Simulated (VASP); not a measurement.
**CdTe: single point with PBE**

The system is CdTe.

```
Cd Te
1.0
     0.00000    3.08924    3.08924
     3.08924    0.00000    3.08924
     3.08924    3.08924    0.00000
Cd Te
1 1
Direct
  0.00000 0.00000 0.00000
  0.75000 0.75000 0.75000
```

This cell differs from its parent crystal: strained.

| Quantity | Value |
| --- | --- |
| Program | VASP 6.6.1 |
| Task | single point |
| Functional | PBE |
| Potentials or basis | VASP PAW PBE potentials, release 64 (Cd, Te) |
| Cutoff | 520 eV |
| k mesh | 8 × 8 × 8 |
| Occupations | gaussian, width 0.02 eV |
| Spin | no spin polarisation |
| Dipole correction | no |
| Further INCAR settings | ALGO = Normal; EDIFF = 1e-06; NBANDS = 16 |

The pressure is 12.1 GPa and the band gap on the k mesh is 1.22 eV.

Levels at points of the mesh, in eV from the valence-band top:
```csv
k point,band 5,band 6,band 7,band 8,band 9,band 10,band 11,band 12,band 13,band 14
"(0.00, 0.00, 0.00)",-8.52,-8.52,0.00,0.00,0.00,1.22,4.46,4.46,4.46,7.62
"(0.50, 0.00, 0.00)",-8.51,-8.04,-5.34,-1.02,-1.02,1.95,5.09,5.09,7.06,9.27
"(0.50, 0.50, 0.00)",-8.48,-7.84,-5.07,-2.42,-2.42,2.24,2.57,9.69,9.86,9.86
```

It took 19 s on 1 thread of Intel(R) Xeon(R) Platinum 8259CL CPU @ 2.50GHz (Skylake/Cascade Lake), on a shared host, peak memory 0.18 GiB.

Caveat: the cell differs from its parent crystal (strained); the cell stands under pressure; spin-orbit coupling is left out, which moves the levels of the heavy elements.
